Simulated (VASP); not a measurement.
# MnS (P6_3mc) in VASP: single point with r2SCAN+U

Aim: the single point of MnS with r2SCAN+U.

All numbers are computed with VASP 6.6.1; they aren't measurements. Logs are shortened: lines on timing, memory, paths and dates and some standing lists are left out, and cuts for length are marked.

**1. The cell of the first run**

The structure is hexagonal, space group P6_3mc (No. 186). The conventional cell has a = 3.976 Å, b = 3.976 Å, c = 6.432 Å, α = 90.00°, β = 90.00°, γ = 120.00°. Mn (site symmetry 3m) has 4 S at 2.41 to 2.48 Å within 3.2 Å. Within 3.2 Å of S (site symmetry 3m) lie 4 Mn at 2.41 to 2.48 Å.

**2. Single point, r2SCAN+U, collinear spin, ferromagnetic start**

The input, POSCAR:

```
MnS
1.0
    3.9760016100      0.0000000000      0.0000000000
   -1.9880008000      3.4433184000      0.0000000000
    0.0000000000      0.0000000000      6.4320005000
Mn S
2 2
Direct
    0.3333333333      0.6666666667      0.0000000000
    0.6666666667      0.3333333333      0.5000000000
    0.3333333333      0.6666666667      0.3850000000
    0.6666666667      0.3333333333      0.8850000000
```

The input, INCAR.step1:

```
ALGO = Normal
EDIFF = 1E-4
ENCUT = 520
GGA = PE
ISMEAR = 0
ISPIN = 2
LASPH = T
LCHARG = F
LDAU = T
LDAUJ = 0 0
LDAUL = 2 -1
LDAUTYPE = 2
LDAUU = 2.5 0
LMAXMIX = 4
LREAL = F
LWAVE = T
MAGMOM = 4.81 4.81 0.07 0.07
NBANDS = 31
NELM = 150
PREC = Accurate
SIGMA = 0.05
```

The input, INCAR.step2:

```
ALGO = Normal
EDIFF = 1E-6
ENCUT = 520
ISIF = 2
ISMEAR = 0
ISPIN = 2
ISTART = 1
LASPH = T
LCHARG = T
LDAU = T
LDAUJ = 0 0
LDAUL = 2 -1
LDAUPRINT = 1
LDAUTYPE = 2
LDAUU = 2.5 0
LELF = T
LMAXMIX = 4
LMIXTAU = T
LORBIT = 11
LREAL = F
LVHAR = T
LWAVE = F
MAGMOM = 4.81 4.81 0.07 0.07
METAGGA = R2SCAN
NBANDS = 31
NELM = 150
PREC = Accurate
SIGMA = 0.05
```

The input, KPOINTS:

```
k-points
0
Gamma
  6 6 3
```

Potentials or basis: VASP PAW PBE potentials, release 64 (Mn_pv, S).

Started as:

```sh
> cat potpaw_PBE.64/Mn_pv/POTCAR potpaw_PBE.64/S/POTCAR > POTCAR
> cp INCAR.step1 INCAR
> mpirun -np 1 vasp_std > vasp.out
> cp INCAR.step2 INCAR
> mpirun -np 1 vasp_std > vasp.out
```

OUTCAR:

```text
EDIFF = 1E-6
   ENCUT = 520
   ISIF = 2
   ISMEAR = 0
   ISPIN = 2
   ISTART = 1
   LASPH = T
   LORBIT = 11
   LREAL = F
   METAGGA = R2SCAN
   NELM = 150
   PREC = Accurate

 ion  position               nearest neighbor table
   1  0.333  0.667  0.000-   4 2.41   4 2.41   4 2.41   3 2.48
   2  0.667  0.333  0.500-   3 2.41   3 2.41   3 2.41   4 2.48
   3  0.333  0.667  0.385-   2 2.41   2 2.41   2 2.41   1 2.48
   4  0.667  0.333  0.885-   1 2.41   1 2.41   1 2.41   2 2.48

  LATTYP: Found a hexagonal cell.
 ALAT       =     3.9760016100
 C/A-ratio  =     1.6177057081

  Lattice vectors:

 A1 = (   3.9760016100,   0.0000000000,   0.0000000000)
 A2 = (  -1.9880008000,   3.4433184000,   0.0000000000)
 A3 = (   0.0000000000,   0.0000000000,   6.4320005000)

Analysis of symmetry for initial positions (statically):
=====================================================================
 Subroutine PRICEL returns:
 Original cell was already a primitive cell.

 Routine SETGRP: Setting up the symmetry group for a
 hexagonal supercell.

 Subroutine GETGRP returns: Found 12 space group operations
 (whereof  6 operations were pure point group operations)
 out of a pool of 24 trial point group operations.

The static configuration has the point symmetry C_3v.
 The point group associated with its full space group is C_6v.

Analysis of symmetry for dynamics (positions and initial velocities):
=====================================================================
 Subroutine PRICEL returns:
 Original cell was already a primitive cell.

 Routine SETGRP: Setting up the symmetry group for a
 hexagonal supercell.

 Subroutine GETGRP returns: Found 12 space group operations
 (whereof  6 operations were pure point group operations)
 out of a pool of 24 trial point group operations.

The dynamic configuration has the point symmetry C_3v.
 The point group associated with its full space group is C_6v.

Analysis of structural, dynamic, and magnetic symmetry:
=====================================================================
 Subroutine PRICEL returns:
 Original cell was already a primitive cell.

 Routine SETGRP: Setting up the symmetry group for a
 hexagonal supercell.

 Subroutine GETGRP returns: Found 12 space group operations
 (whereof  6 operations were pure point group operations)
 out of a pool of 24 trial point group operations.

The overall configuration has the point symmetry C_3v.
 The point group associated with its full space group is C_6v.

 Subroutine INISYM returns: Found 12 space group operations
 (whereof  6 operations are pure point group operations),
 and found     1 'primitive' translations

----------------------------------------------------------------------------------------

                                     Primitive cell

  volume of cell :      88.0582

  direct lattice vectors                    reciprocal lattice vectors
     3.976001610  0.000000000  0.000000000     0.251508952  0.145208761  0.000000000
    -1.988000800  3.443318400  0.000000000     0.000000000  0.290417523  0.000000000
     0.000000000  0.000000000  6.432000500     0.000000000  0.000000000  0.155472625

  length of vectors
     3.976001610  3.976001608  6.432000500     0.290417523  0.290417523  0.155472625

  position of ions in fractional coordinates (direct lattice)
     0.333333333  0.666666667  0.000000000
     0.666666667  0.333333333  0.500000000
     0.333333333  0.666666667  0.385000000
     0.666666667  0.333333333  0.885000000

  ion indices of the primitive-cell ions
   primitive index   ion index
                 1           1
                 2           2
                 3           3
                 4           4

----------------------------------------------------------------------------------------

 KPOINTS: k-points

Automatic generation of k-mesh.
 Grid dimensions read from file:
[... 85 lines left out ...]
   AEXX    =    0.0000 exact exchange contribution
   IVDW    =     0    specifies the selected vdW correction
   LEPSILON=     F    determine dielectric tensor
   LRPA    =     F    only Hartree local field effects (RPA)
 spin polarized calculation
 Gauss-broadening in eV      SIGMA  =   0.05
  energy-cutoff  :      520.00
  volume of cell :       88.06
 maximum number of plane-waves:      2418
 NGX is ok and might be reduce to    30
   NGX = 15   NGY = 15   NGZ = 23

atom =   1  type =  1  l = 2

 onsite density matrix

spin component  1

  0.9369 -0.0000 -0.0000  0.0021 -0.0000
 -0.0000  0.9348  0.0000  0.0000  0.0021
 -0.0000  0.0000  0.9401 -0.0000  0.0000
  0.0021  0.0000 -0.0000  0.9348  0.0000
 -0.0000  0.0021  0.0000  0.0000  0.9369

spin component  2

  0.0471 -0.0000 -0.0000  0.0190  0.0000
 -0.0000  0.0274  0.0000  0.0000  0.0190
 -0.0000  0.0000  0.0570 -0.0000  0.0000
  0.0190  0.0000 -0.0000  0.0274  0.0000
  0.0000  0.0190  0.0000  0.0000  0.0471

 occupancies and eigenvectors

  o =  0.0158  v =  0.0000  0.0000  0.0000  0.0000  0.0000 -0.3770 -0.5885 -0.0000  0.6189  0.3585      0.0000  0.0000  0.0000  0.0000  0.0000  0.0000  0.0000  0.0000  0.0000  0.0000
  o =  0.0158  v =  0.0000  0.0000  0.0000  0.0000  0.0000 -0.3585  0.6189 -0.0000  0.5885 -0.3770      0.0000  0.0000  0.0000  0.0000  0.0000  0.0000  0.0000  0.0000  0.0000  0.0000
  o =  0.0570  v =  0.0000  0.0000  0.0000  0.0000  0.0000 -0.0000  0.0000 -1.0000 -0.0000  0.0000      0.0000  0.0000  0.0000  0.0000  0.0000  0.0000  0.0000  0.0000  0.0000  0.0000
  o =  0.0587  v =  0.0000  0.0000  0.0000  0.0000  0.0000  0.6189 -0.3585 -0.0000  0.3770 -0.5885      0.0000  0.0000  0.0000  0.0000  0.0000  0.0000  0.0000  0.0000  0.0000  0.0000
  o =  0.0587  v =  0.0000  0.0000  0.0000  0.0000  0.0000 -0.5885 -0.3770  0.0000 -0.3585 -0.6189      0.0000  0.0000  0.0000  0.0000  0.0000  0.0000  0.0000  0.0000  0.0000  0.0000
  o =  0.9335  v =  0.3819  0.5856  0.0000 -0.6159 -0.3631  0.0000  0.0000  0.0000  0.0000  0.0000      0.0000  0.0000  0.0000  0.0000  0.0000  0.0000  0.0000  0.0000  0.0000  0.0000
  o =  0.9335  v =  0.3631 -0.6159  0.0000 -0.5856  0.3819  0.0000  0.0000  0.0000  0.0000  0.0000      0.0000  0.0000  0.0000  0.0000  0.0000  0.0000  0.0000  0.0000  0.0000  0.0000
  o =  0.9382  v =  0.6159 -0.3631  0.0000  0.3819 -0.5856  0.0000  0.0000  0.0000  0.0000  0.0000      0.0000  0.0000  0.0000  0.0000  0.0000  0.0000  0.0000  0.0000  0.0000  0.0000
  o =  0.9382  v =  0.5856  0.3819  0.0000  0.3631  0.6159  0.0000  0.0000  0.0000  0.0000  0.0000      0.0000  0.0000  0.0000  0.0000  0.0000  0.0000  0.0000  0.0000  0.0000  0.0000
  o =  0.9401  v = -0.0000  0.0000  1.0000 -0.0000  0.0000  0.0000  0.0000  0.0000  0.0000  0.0000      0.0000  0.0000  0.0000  0.0000  0.0000  0.0000  0.0000  0.0000  0.0000  0.0000

atom =   2  type =  1  l = 2

 onsite density matrix

spin component  1

  0.9369  0.0000 -0.0000 -0.0021 -0.0000
  0.0000  0.9348 -0.0000  0.0000 -0.0021
 -0.0000 -0.0000  0.9401  0.0000  0.0000
 -0.0021  0.0000  0.0000  0.9348 -0.0000
 -0.0000 -0.0021  0.0000 -0.0000  0.9369

spin component  2

  0.0471  0.0000 -0.0000 -0.0190  0.0000
  0.0000  0.0274 -0.0000  0.0000 -0.0190
 -0.0000 -0.0000  0.0570  0.0000  0.0000
 -0.0190  0.0000  0.0000  0.0274 -0.0000
  0.0000 -0.0190  0.0000 -0.0000  0.0471

 occupancies and eigenvectors

  o =  0.0158  v =  0.0000  0.0000  0.0000  0.0000  0.0000 -0.3770  0.5885 -0.0000 -0.6189  0.3585      0.0000  0.0000  0.0000  0.0000  0.0000  0.0000  0.0000  0.0000  0.0000  0.0000
  o =  0.0158  v =  0.0000  0.0000  0.0000  0.0000  0.0000 -0.3585 -0.6189 -0.0000 -0.5885 -0.3770      0.0000  0.0000  0.0000  0.0000  0.0000  0.0000  0.0000  0.0000  0.0000  0.0000
  o =  0.0570  v =  0.0000  0.0000  0.0000  0.0000  0.0000 -0.0000 -0.0000 -1.0000  0.0000  0.0000      0.0000  0.0000  0.0000  0.0000  0.0000  0.0000  0.0000  0.0000  0.0000  0.0000
  o =  0.0587  v =  0.0000  0.0000  0.0000  0.0000  0.0000  0.6189  0.3585 -0.0000 -0.3770 -0.5885      0.0000  0.0000  0.0000  0.0000  0.0000  0.0000  0.0000  0.0000  0.0000  0.0000
  o =  0.0587  v =  0.0000  0.0000  0.0000  0.0000  0.0000 -0.5885  0.3770  0.0000  0.3585 -0.6189      0.0000  0.0000  0.0000  0.0000  0.0000  0.0000  0.0000  0.0000  0.0000  0.0000
  o =  0.9335  v =  0.3819 -0.5856  0.0000  0.6159 -0.3631  0.0000  0.0000  0.0000  0.0000  0.0000      0.0000  0.0000  0.0000  0.0000  0.0000  0.0000  0.0000  0.0000  0.0000  0.0000
  o =  0.9335  v =  0.3631  0.6159  0.0000  0.5856  0.3819  0.0000  0.0000  0.0000  0.0000  0.0000      0.0000  0.0000  0.0000  0.0000  0.0000  0.0000  0.0000  0.0000  0.0000  0.0000
  o =  0.9382  v =  0.6159  0.3631  0.0000 -0.3819 -0.5856  0.0000  0.0000  0.0000  0.0000  0.0000      0.0000  0.0000  0.0000  0.0000  0.0000  0.0000  0.0000  0.0000  0.0000  0.0000
  o =  0.9382  v =  0.5856 -0.3819  0.0000 -0.3631  0.6159  0.0000  0.0000  0.0000  0.0000  0.0000      0.0000  0.0000  0.0000  0.0000  0.0000  0.0000  0.0000  0.0000  0.0000  0.0000
  o =  0.9401  v = -0.0000 -0.0000  1.0000  0.0000  0.0000  0.0000  0.0000  0.0000  0.0000  0.0000      0.0000  0.0000  0.0000  0.0000  0.0000  0.0000  0.0000  0.0000  0.0000  0.0000

 number of electron      37.9999996 magnetization       9.9999998

 Free energy of the ion-electron system (eV)
  ---------------------------------------------------
  ext. energy  EPLUGINS =         0.00000000
  ---------------------------------------------------
  free energy    TOTEN  =       -48.41654980 eV

  energy without entropy =      -48.41654980  energy(sigma->0) =      -48.41654980

 E-fermi :   4.3284     XC(G=0):  -9.8336

 val. band max:        4.0613036195   @ k =   0.0000   0.0000   0.0000
 cond. band min:       5.8042618392   @ k =   0.0000   0.0000   0.0000
 fundamental gap:      1.7429582197
 Fermi energy:         4.3283890399

 spin component 1

 k-point     1 :       0.0000    0.0000    0.0000
  band No.  band energies     occupation
      1     -48.7961      1.00000
      2     -48.7929      1.00000
      3     -48.7836      1.00000
      4     -48.7835      1.00000
      5     -48.7830      1.00000
      6     -48.7829      1.00000
[... 465 lines left out ...]
     30      11.1461      0.00000
     31      13.1878      0.00000
 Fermi energy:         4.3283890399

 spin component 2

 k-point     1 :       0.0000    0.0000    0.0000
  band No.  band energies     occupation
      1     -42.4585      1.00000
      2     -42.4530      1.00000
      3     -42.4481      1.00000
      4     -42.4481      1.00000
      5     -42.4472      1.00000
      6     -42.4471      1.00000
[... 465 lines left out ...]
     30      12.6431      0.00000
     31      14.5347      0.00000

------------------------ aborting loop because EDIFF is reached ----------------------------------------

  FORCE on cell =-STRESS in cart. coord.  units (eV):
  Direction    XX          YY          ZZ          XY          YZ          ZX
  --------------------------------------------------------------------------------------
  -------------------------------------------------------------------------------------
  Total        2.5319164      2.5319164      1.1175293      0.0000000      0.0000000      0.0000000
  in kB       46.0670220     46.0670220     20.3329181      0.0000001      0.0000000      0.0000000
  external PRESSURE =      37.4889874 kB  Pullay stress =       0.0000000 kB

 VOLUME and BASIS-vectors are now :
 -----------------------------------------------------------------------------
  energy-cutoff  :      520.00
  volume of cell :       88.06
      direct lattice vectors                 reciprocal lattice vectors
     3.976001610  0.000000000  0.000000000     0.251508952  0.145208761  0.000000000
    -1.988000800  3.443318400  0.000000000     0.000000000  0.290417523  0.000000000
     0.000000000  0.000000000  6.432000500     0.000000000  0.000000000  0.155472625

 POSITION                                       TOTAL-FORCE (eV/Angst)
 -----------------------------------------------------------------------------------
      0.00000      2.29555      0.00000         0.000000     -0.000000      0.237278
      1.98800      1.14777      3.21600        -0.000000      0.000000      0.237278
      0.00000      2.29555      2.47632        -0.000000     -0.000000     -0.237278
      1.98800      1.14777      5.69232        -0.000000     -0.000000     -0.237278
 -----------------------------------------------------------------------------------
    total drift:                               -0.000000     -0.000000      0.011189

  FREE ENERGIE OF THE ION-ELECTRON SYSTEM (eV)
  ---------------------------------------------------
  free  energy   TOTEN  =       -48.4165498035 eV

  energy  without entropy=      -48.4165498035  energy(sigma->0) =      -48.41654980

 total charge

# of ion       s       p       d       tot
------------------------------------------
    1        0.271   6.211   4.872  11.355
    2        0.271   6.211   4.872  11.355
    3        1.301   2.518   0.000   3.820
    4        1.301   2.518   0.000   3.820
--------------------------------------------------
tot          3.146  17.460   9.745  30.350

 magnetization (x)

# of ion       s       p       d       tot
------------------------------------------
    1        0.047   0.061   4.469   4.576
    2        0.047   0.061   4.469   4.576
    3        0.009   0.027   0.000   0.037
    4        0.009   0.027   0.000   0.037
--------------------------------------------------
tot          0.113   0.176   8.937   9.226
```

It took 1.9 min on 1 thread of Intel Xeon 6975P-C (Granite Rapids), shared host; peak memory 0.27 GiB.

Results:

```
Free energy                                           : -48.4165 eV
Pressure                                              : 3.7 GPa
Largest force                                         : 0.237 eV/Å
Band gap on the k mesh                                : 1.74 eV
Net moment                                            : 10.00 μB per cell
Site moments                                          : Mn +4.58; S +0.04 μB
Valence electrons inside the program's atomic spheres : Mn 11.36; S 3.82
```

Forces in eV/Å, atoms in the order of the input:
```
Mn   0.000  0.000  0.237
Mn   0.000  0.000  0.237
S    0.000  0.000 -0.237
S    0.000  0.000 -0.237
```

Stress tensor (GPa, compression positive):
```
4.61 0.00 0.00
0.00 4.61 0.00
0.00 0.00 2.03
```

Levels at points of the mesh, in eV from the valence-band top:
Spin up:
```
           k point  band 21  band 22  band 23  band 24  band 25  band 26  band 27  band 28
(0.00, 0.00, 0.00)    -0.92    -0.17     0.00     0.00     1.74     3.26     6.41     6.41
(0.50, 0.00, 0.00)    -3.10    -2.51    -1.54    -1.10     3.90     4.29     4.73     6.98
```
Spin down:
```
           k point  band 12  band 13  band 14  band 15  band 16  band 17
(0.00, 0.00, 0.00)    -2.76    -2.76    -2.55     2.77     2.77     2.91
(0.50, 0.00, 0.00)    -3.12    -2.96    -2.74     1.79     2.26     2.72
```

Eigenvalues of the final occupation matrices:
| site | spin | trace | eigenvalues |
| --- | --- | --- | --- |
| site 1 d | 1 | 4.68 | 0.93 0.93 0.94 0.94 0.94 |
| site 1 d | 2 | 0.21 | 0.02 0.02 0.06 0.06 0.06 |
| site 2 d | 1 | 4.68 | 0.93 0.93 0.94 0.94 0.94 |
| site 2 d | 2 | 0.21 | 0.02 0.02 0.06 0.06 0.06 |

Caveat: the cell stands under pressure; the PAW data sets were made with another functional, which shifts forces and pressure a little; an odd mesh through Γ misses points on the zone boundary, where band edges can lie; only a ferromagnetic start was run, and an antiferromagnetic order may lie lower in energy.
